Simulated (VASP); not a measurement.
# Mg8S7 (a cell with a defect) in VASP: further runs

The runs below take Mg8S7 (a cell with a defect) through single point, with PBE.

Everything below comes from runs of VASP 6.6.1. Logs are shortened: lines on timing, memory, paths and dates and some standing lists are left out, and cuts for length are marked.

## (1) The cell of the first run

The cell holds a defect, 15 atoms: a = 8.057 Å, b = 8.057 Å, c = 8.057 Å, α = 60.00°, β = 60.00°, γ = 60.00°.

## (2) Single point, PBE (atoms taken out, then relaxed in part)

INCAR reads:

```
ALGO = Normal
EDIFF = 1E-6
ENCUT = 520
GGA = PE
ISIF = 2
ISMEAR = 0
LASPH = True
LCHARG = True
LELF = True
LREAL = Auto
LVHAR = True
LWAVE = False
NBANDS = 42
NELM = 60
PREC = Accurate
SIGMA = 0.05
```

KPOINTS reads:

```
k-points
0
Gamma
  4 4 4
```

POSCAR reads:

```
Mg8S7
1.0
    0.0000000000      5.6972139931     -5.6972139931
   -5.6972139931      0.0000000000     -5.6972139931
   -5.6972139931      5.6972139931      0.0000000000
Mg S
8 7
Direct
    0.0208563001      0.4905332573      0.0237716385
    0.4648388041      0.4905332573      0.0237716385
   -0.0076618212      0.0076618212      0.0076618212
    0.5121136930     -0.0121136930     -0.0121136930
   -0.0498476968      0.5498476968      0.5498476968
    0.5390962698      0.4609037302      0.4609037302
    0.0208563001      0.0237716385      0.4905332573
    0.4648388041      0.0237716385      0.4905332573
    0.1596473631      0.3403526369      0.3403526369
    0.8509101121      0.9135331358      0.3846466401
    0.3962126344      0.8428584833      0.3647162479
    0.8509101121      0.3846466401      0.9135331358
    0.3962126344      0.3647162479      0.8428584833
    0.8895185869      0.8719917547      0.8719917547
    0.3664979038      0.8719917547      0.8719917547
```

Potentials or basis: VASP PAW PBE potentials, release 64 (Mg, S).

Run with:

```
> cat potpaw_PBE.64/Mg/POTCAR potpaw_PBE.64/S/POTCAR > POTCAR
> mpirun -np 1 vasp_std > vasp.out
```

OUTCAR:

```text
EDIFF = 1E-6
   ENCUT = 520
   GGA = PE
   ISIF = 2
   ISMEAR = 0
   LASPH = True
   LREAL = Auto
   NELM = 60
   PREC = Accurate

 ion  position               nearest neighbor table
   1  0.021  0.491  0.024-  13 2.51  14 2.52  12 2.56   9 2.76   2 3.58
   2  0.465  0.491  0.024-  13 2.51  15 2.52  12 2.56   9 2.76   1 3.58
   3  0.992  0.008  0.008-  14 2.47  15 2.47  10 2.49  12 2.49
   4  0.512  0.988  0.988-  11 2.48  13 2.48  15 2.49  14 2.49
   5  0.950  0.550  0.550-   9 2.39  10 2.41  12 2.41
   6  0.539  0.461  0.461-  11 2.52  13 2.52
   7  0.021  0.024  0.491-  11 2.51  14 2.52  10 2.56   9 2.76   8 3.58
   8  0.465  0.024  0.491-  11 2.51  15 2.52  10 2.56   9 2.76   7 3.58
   9  0.160  0.340  0.340-   5 2.39   1 2.76   7 2.76   8 2.76   2 2.76
  10  0.851  0.914  0.385-   5 2.41   3 2.49   7 2.56   8 2.56
  11  0.396  0.843  0.365-   4 2.48   7 2.51   8 2.51   6 2.52
  12  0.851  0.385  0.914-   5 2.41   3 2.49   1 2.56   2 2.56
  13  0.396  0.365  0.843-   4 2.48   2 2.51   1 2.51   6 2.52
  14  0.890  0.872  0.872-   3 2.47   4 2.49   1 2.52   7 2.52
  15  0.366  0.872  0.872-   3 2.47   4 2.49   2 2.52   8 2.52

  LATTYP: Found a face centered cubic cell.
 ALAT       =    11.3944279862

  Lattice vectors:

 A1 = (   0.0000000000,   5.6972139931,  -5.6972139931)
 A2 = (  -5.6972139931,   0.0000000000,  -5.6972139931)
 A3 = (  -5.6972139931,   5.6972139931,   0.0000000000)

Analysis of symmetry for initial positions (statically):
=====================================================================
 Subroutine PRICEL returns:
 Original cell was already a primitive cell.

 Routine SETGRP: Setting up the symmetry group for a
 face centered cubic supercell.

 Subroutine GETGRP returns: Found  4 space group operations
 (whereof  4 operations were pure point group operations)
 out of a pool of 48 trial point group operations.

The static configuration has the point symmetry C_2v.

Analysis of symmetry for dynamics (positions and initial velocities):
=====================================================================
 Subroutine PRICEL returns:
 Original cell was already a primitive cell.

 Routine SETGRP: Setting up the symmetry group for a
 face centered cubic supercell.

 Subroutine GETGRP returns: Found  4 space group operations
 (whereof  4 operations were pure point group operations)
 out of a pool of 48 trial point group operations.

The dynamic configuration has the point symmetry C_2v.

 Subroutine INISYM returns: Found  4 space group operations
 (whereof  4 operations are pure point group operations),
 and found     1 'primitive' translations

----------------------------------------------------------------------------------------

                                     Primitive cell

  volume of cell :     369.8432

  direct lattice vectors                    reciprocal lattice vectors
     0.000000000  5.697213993 -5.697213993     0.087762194  0.087762194 -0.087762194
    -5.697213993  0.000000000 -5.697213993    -0.087762194 -0.087762194 -0.087762194
    -5.697213993  5.697213993  0.000000000    -0.087762194  0.087762194  0.087762194

  length of vectors
     8.057077297  8.057077297  8.057077297     0.152008579  0.152008579  0.152008579

  position of ions in fractional coordinates (direct lattice)
     0.020856300  0.490533257  0.023771639
     0.464838804  0.490533257  0.023771639
     0.992338179  0.007661821  0.007661821
     0.512113693  0.987886307  0.987886307
     0.950152303  0.549847697  0.549847697
     0.539096270  0.460903730  0.460903730
     0.020856300  0.023771639  0.490533257
     0.464838804  0.023771639  0.490533257
     0.159647363  0.340352637  0.340352637
     0.850910112  0.913533136  0.384646640
     0.396212634  0.842858483  0.364716248
     0.850910112  0.384646640  0.913533136
     0.396212634  0.364716248  0.842858483
     0.889518587  0.871991755  0.871991755
     0.366497904  0.871991755  0.871991755

  ion indices of the primitive-cell ions
   primitive index   ion index
                 1           1
                 2           2
                 3           3
                 4           4
                 5           5
                 6           6
                 7           7
                 8           8
                 9           9
                10          10
                11          11
                12          12
                13          13
                14          14
                15          15

----------------------------------------------------------------------------------------

 KPOINTS: k-points

Automatic generation of k-mesh.
 Grid dimensions read from file:
 generate k-points for:    4    4    4

 Generating k-lattice:

  Cartesian coordinates                     Fractional coordinates (reciprocal lattice)
     0.021940549  0.021940549 -0.021940549     0.250000000  0.000000000  0.000000000
    -0.021940549 -0.021940549 -0.021940549     0.000000000  0.250000000  0.000000000
    -0.021940549  0.021940549  0.021940549     0.000000000  0.000000000  0.250000000

  Length of vectors
     0.038002145  0.038002145  0.038002145

  Shift w.r.t. Gamma in fractional coordinates (k-lattice)
     0.000000000  0.000000000  0.000000000

 Subroutine IBZKPT returns following result:
 ===========================================

 Found     18 irreducible k-points:

 Following reciprocal coordinates:
            Coordinates               Weight
  0.000000  0.000000  0.000000      1.000000
  0.250000  0.000000  0.000000      4.000000
  0.000000  0.250000  0.000000      4.000000
  0.500000  0.000000  0.000000      2.000000
  0.000000  0.500000  0.000000      2.000000
  0.250000  0.250000  0.000000      4.000000
[... 10 lines left out ...]
 -0.250000  0.500000  0.250000      4.000000
  0.500000  0.250000 -0.250000      2.000000
   k-points           NKPTS =     18   k-points in BZ     NKDIM =     18   number of bands    NBANDS=     42
   number of dos      NEDOS =    301   number of ions     NIONS =     15
   total plane-waves  NPLWV = 216000
   dimension x,y,z NGX =    60 NGY =   60 NGZ =   60
   dimension x,y,z NGXF=   120 NGYF=  120 NGZF=  120
   ions per type =               8   7
   NGX,Y,Z   is equivalent  to a cutoff of  12.38, 12.38, 12.38 a.u.
   NGXF,Y,Z  is equivalent  to a cutoff of  24.76, 24.76, 24.76 a.u.
 SYSTEM =  unknown system
   PREC   = accura    normal or accurate (medium, high low for compatibility)
   ISTART =      0    job   : 0-new  1-cont  2-samecut
   ICHARG =      2    charge: 1-file 2-atom 10-const
   ISPIN  =      1    spin polarized calculation?
   LNONCOLLINEAR =      F non collinear calculations
   LSORBIT =      F    spin-orbit coupling
   LASPH  =      T    aspherical Exc in radial PAW
   ENCUT  =  520.0 eV  38.22 Ry    6.18 a.u.  14.98 14.98 14.98*2*pi/ulx,y,z
   NELM   =     60;   NELMIN=  2; NELMDL= -5     # of ELM steps
   EDIFF  = 0.1E-05   stopping-criterion for ELM
   LREAL  =      T    real-space projection
   EDIFFG = 0.1E-04   stopping-criterion for IOM
   NSW    =      0    number of steps for IOM
[... 5 lines left out ...]
   TEBEG  =    0.0;   TEEND  =   0.0 temperature during run
   PSTRESS=    0.0 pullay stress
   NELECT =      58.0000    total number of electrons
   NUPDOWN=      -1.0000    fix difference up-down
   EMIN   =  10.00;   EMAX   =-10.00  energy-range for DOS
   EFERMI =   0.00;   METHOD = LEGACY
   ISMEAR =     0;   SIGMA  =   0.05  broadening in eV -4-tet -1-fermi 0-gaus
   EFERMI_NEDOS =   21; number of points for ismear=-14 and -15
   IALGO  =     38    algorithm
   IMIX   =      4    mixing-type and parameters
     AMIX     =   0.40;   BMIX     =  1.00
     AMIX_MAG =   1.60;   BMIX_MAG =  1.00
  volume/ion in A,a.u.               =      24.66       166.39
  Fermi-wavevector in a.u.,A,eV,Ry     =   0.882832  1.668311 10.604288  0.779393
  Thomas-Fermi vector in A             =   2.003517
   LORBIT       =      0    0 simple, 1 ext, 2 COOP (PROOUT), +10 PAW based schemes
   GGA     = PE    functional components
   LHFCALC =     F    Hartree Fock is set to
   AEXX    =    0.0000 exact exchange contribution
   IVDW    =     0    specifies the selected vdW correction
   LEPSILON=     F    determine dielectric tensor
   LRPA    =     F    only Hartree local field effects (RPA)
 non-spin polarized calculation
 Gauss-broadening in eV      SIGMA  =   0.05
  energy-cutoff  :      520.00
  volume of cell :      369.84
 maximum number of plane-waves:      9977
   NGX = 29   NGY = 29   NGZ = 29

 number of electron      58.0000000 magnetization

 Free energy of the ion-electron system (eV)
  ---------------------------------------------------
  ext. energy  EPLUGINS =         0.00000000
  ---------------------------------------------------
  free energy    TOTEN  =       -57.64519551 eV

  energy without entropy =      -57.64436681  energy(sigma->0) =      -57.64478116

 E-fermi :   3.2891     XC(G=0):  -8.1452

 val. band max:        3.2427232925   @ k =   0.5000   0.0000   0.0000
 cond. band min:       3.3338572824   @ k =   0.5000   0.5000   0.0000
 fundamental gap:      0.0911339899
 Fermi energy:         3.2891293486

 k-point     1 :       0.0000    0.0000    0.0000
  band No.  band energies     occupation
      1     -10.5157      2.00000
      2     -10.0526      2.00000
      3      -9.9239      2.00000
      4      -9.8857      2.00000
      5      -9.7885      2.00000
      6      -9.6220      2.00000
[... 781 lines left out ...]
     40       6.9620      0.00000
     41       7.3830      0.00000
 [bands above 41 left out]

------------------------ aborting loop because EDIFF is reached ----------------------------------------

  FORCE on cell =-STRESS in cart. coord.  units (eV):
  Direction    XX          YY          ZZ          XY          YZ          ZX
  --------------------------------------------------------------------------------------
  -------------------------------------------------------------------------------------
  Total       -0.1287591     -6.3833524     -6.3833524      0.0000000      0.8123982      0.0000000
  in kB       -0.5577901    -27.6529720    -27.6529720      0.0000000      3.5193456      0.0000000
  external PRESSURE =     -18.6212447 kB  Pullay stress =       0.0000000 kB

 VOLUME and BASIS-vectors are now :
 -----------------------------------------------------------------------------
  energy-cutoff  :      520.00
  volume of cell :      369.84
      direct lattice vectors                 reciprocal lattice vectors
     0.000000000  5.697213993 -5.697213993     0.087762194  0.087762194 -0.087762194
    -5.697213993  0.000000000 -5.697213993    -0.087762194 -0.087762194 -0.087762194
    -5.697213993  5.697213993  0.000000000    -0.087762194  0.087762194  0.087762194

 POSITION                                       TOTAL-FORCE (eV/Angst)
 -----------------------------------------------------------------------------------
     -2.93011      0.25425     -2.91350         0.004344      0.002370     -0.003229
     -2.93011      2.78372     -5.44296         0.004344     -0.003229      0.002370
     -0.08730      5.69721     -5.69721         0.000324      0.000000     -0.000000
    -11.25640      8.54582     -8.54582         0.003855      0.000000     -0.000000
     -6.26520      8.54582     -8.54582        -0.005612      0.000000     -0.000000
     -5.25173      5.69721     -5.69721         0.000540      0.000000     -0.000000
     -2.93011      2.91350     -0.25425         0.004344      0.003229     -0.002370
     -2.93011      5.44296     -2.78372         0.004344     -0.002370      0.003229
     -3.87812      2.84861     -2.84861         0.004764      0.000000     -0.000000
     -7.39601      7.03923    -10.05241        -0.003951     -0.001041     -0.001041
     -6.87981      4.33517     -7.05925        -0.007431     -0.001764     -0.001764
     -7.39601     10.05241     -7.03923        -0.003951      0.001041      0.001041
     -6.87981      7.05925     -4.33517        -0.007431      0.001764      0.001764
     -9.93585     10.03570    -10.03570         0.000759      0.000410     -0.000410
     -9.93585      7.05594     -7.05594         0.000759     -0.000410      0.000410
 -----------------------------------------------------------------------------------
    total drift:                               -0.003992      0.000001     -0.000001

  FREE ENERGIE OF THE ION-ELECTRON SYSTEM (eV)
  ---------------------------------------------------
  free  energy   TOTEN  =       -57.6451955092 eV

  energy  without entropy=      -57.6443668062  energy(sigma->0) =      -57.64478116
```

It took 4.2 min on 1 thread of AMD EPYC 9R45 (Zen 5), shared host; peak memory 0.52 GiB.

What came out:

```
Free energy            : -57.6452 eV
Pressure               : -1.9 GPa
Largest force          : 0.008 eV/Å
Band gap on the k mesh : zero (bands 29 and 30 overlap by 0.09 eV)
```

Forces in eV/Å, atoms in the order of the input:
```
Mg   0.004  0.002 -0.003
Mg   0.004 -0.003  0.002
Mg   0.000  0.000  0.000
Mg   0.004  0.000  0.000
Mg  -0.006  0.000  0.000
Mg   0.001  0.000  0.000
Mg   0.004  0.003 -0.002
Mg   0.004 -0.002  0.003
S    0.005  0.000  0.000
S   -0.004 -0.001 -0.001
S   -0.007 -0.002 -0.002
S   -0.004  0.001  0.001
S   -0.007  0.002  0.002
S    0.001  0.000  0.000
S    0.001  0.000  0.000
```

Stress tensor (GPa, compression positive):
```
-0.06  0.00  0.00
 0.00 -2.77  0.35
 0.00  0.35 -2.77
```

Caveat: the cell differs from its parent crystal (atoms taken out, then relaxed in part).

## (3) Single point, PBE

INCAR reads:

```
SYSTEM = Mg8S7
  PREC = Accurate
  ENCUT = 520
  EDIFF = 1E-6
  ISMEAR = 0
  SIGMA = 0.05
  LREAL = Auto
  LASPH = .True.
  NELM = 80
  ALGO = Normal
  ISIF = 2
  LWAVE = .False.
  LCHARG = .False.
  GGA = PE
  NBANDS = 42
```

KPOINTS reads:

```
regular mesh
0
Gamma
  4 4 4
  0 0 0
```

POSCAR reads:

```
Mg8S7
1.0
    0.0000000000      5.6972139931     -5.6972139931
   -5.6972139931      0.0000000000     -5.6972139931
   -5.6972139931      5.6972139931      0.0000000000
Mg S
8 7
Direct
    0.0207424190      0.4903672222      0.0240752761
    0.4648149961      0.4903671344      0.0240755394
   -0.0076356619      0.0076356619      0.0076356619
    0.5123645528     -0.0123645522     -0.0123645522
   -0.0499532755      0.5499531005      0.5499531005
    0.5390467172      0.4609534596      0.4609534596
    0.0207423313      0.0240753639      0.4903671344
    0.4648149961      0.0240755394      0.4903671344
    0.1595427170      0.3404574591      0.3404574591
    0.8508733402      0.9136294523      0.3846238710
    0.3962140974      0.8429117295      0.3646600782
    0.8508733402      0.3846238710      0.9136294523
    0.3962140974      0.3646600782      0.8429117295
    0.8897281208      0.8718272661      0.8718272661
    0.3666172628      0.8718273539      0.8718273539
```

Potentials or basis: VASP PAW PBE potentials, release 64 (Mg, S).

Run with:

```
> cat potpaw_PBE.64/Mg/POTCAR potpaw_PBE.64/S/POTCAR > POTCAR
> mpirun -np 1 vasp_std > vasp.out
```

Wall time 4.1 min (1 thread of AMD EPYC 9R45 (Zen 5), shared host); peak memory 0.52 GiB.

Results (log left out):

```yaml
Free_energy: -57.6451 eV
Pressure: -1.9 GPa
Largest_force: 0.012 eV/Å
Band_gap_on_the_k_mesh: zero (bands 29 and 30 overlap by 0.09 eV)
```

Forces on the atoms (eV/Å):
```
Mg   0.008  0.001 -0.009
Mg   0.008 -0.009  0.001
Mg   0.004  0.000  0.000
Mg  -0.005  0.000  0.000
Mg  -0.009  0.000  0.000
Mg  -0.004  0.000  0.000
Mg   0.008  0.009 -0.001
Mg   0.008 -0.001  0.009
S    0.007  0.000  0.000
S   -0.002 -0.002 -0.002
S   -0.007 -0.005 -0.005
S   -0.002  0.002  0.002
S   -0.007  0.005  0.005
S   -0.004  0.001 -0.001
S   -0.004 -0.001  0.001
```

Stress tensor (GPa, compression positive):
```
-0.07  0.00  0.00
 0.00 -2.77  0.35
 0.00  0.35 -2.77
```

Levels at points of the mesh, in eV from the Fermi level:
```
           k point  band 25  band 26  band 27  band 28  band 29  band 30  band 31  band 32  band 33  band 34
(0.00, 0.00, 0.00)    -2.86    -2.69    -2.65    -2.64    -1.44     0.77     1.20     1.58     1.65     1.91
(0.50, 0.00, 0.00)    -2.99    -2.99    -2.87    -2.68    -0.11    -0.05     1.37     1.93     2.07     2.14
(0.00, 0.50, 0.00)    -2.98    -2.91    -2.74    -2.72    -0.66     0.94     1.27     1.59     1.92     1.95
(0.50, 0.50, 0.00)    -3.01    -2.96    -2.92    -2.79     0.05     0.33     1.01     1.71     2.30     2.56
(0.00, 0.50, 0.50)    -3.06    -3.03    -2.87    -2.74    -0.57     0.72     1.30     1.63     2.02     2.20
```

The gap in the log of VASP goes by the Fermi energy; the results here count the filled bands.